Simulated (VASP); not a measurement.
Here is a VASP 6.6.1 calculation.

Contents of INCAR:

```
PREC = Accurate ; ENCUT = 520
EDIFF = 1E-8 ; ISMEAR = -1
SIGMA = 0.05 ; LREAL = F
LASPH = T ; NELM = 60
ALGO = Normal ; ISIF = 2
LWAVE = F ; LCHARG = F
GGA = PE ; IBRION = 8
NSW = 1
```

The input KPOINTS:

```
Automatic mesh
0
Gamma
  9 9 9
```

Contents of POSCAR:

```
Si2Mo
1.0
   -1.6000000000      1.6000000000      3.9305000000
    1.6000000000     -1.6000000000      3.9305000000
    1.6000000000      1.6000000000     -3.9305000000
Mo Si
1 2
Direct
    0.0000000000      0.0000000000      0.0000000000
    0.6670000000      0.6670000000      0.0000000000
    0.3330000000      0.3330000000      0.0000000000
```

Potentials or basis: VASP PAW PBE potentials, release 64 (Mo_sv, Si).

Command:

```console
$ cat potpaw_PBE.64/Mo_sv/POTCAR potpaw_PBE.64/Si/POTCAR > POTCAR
$ mpirun -np 1 vasp_std > vasp.out
```

(1) Predict the highest phonon frequency at Γ.

Answers

(1) 416 cm⁻¹.

Caveat: the cell stands under pressure or tension, which shifts response properties.
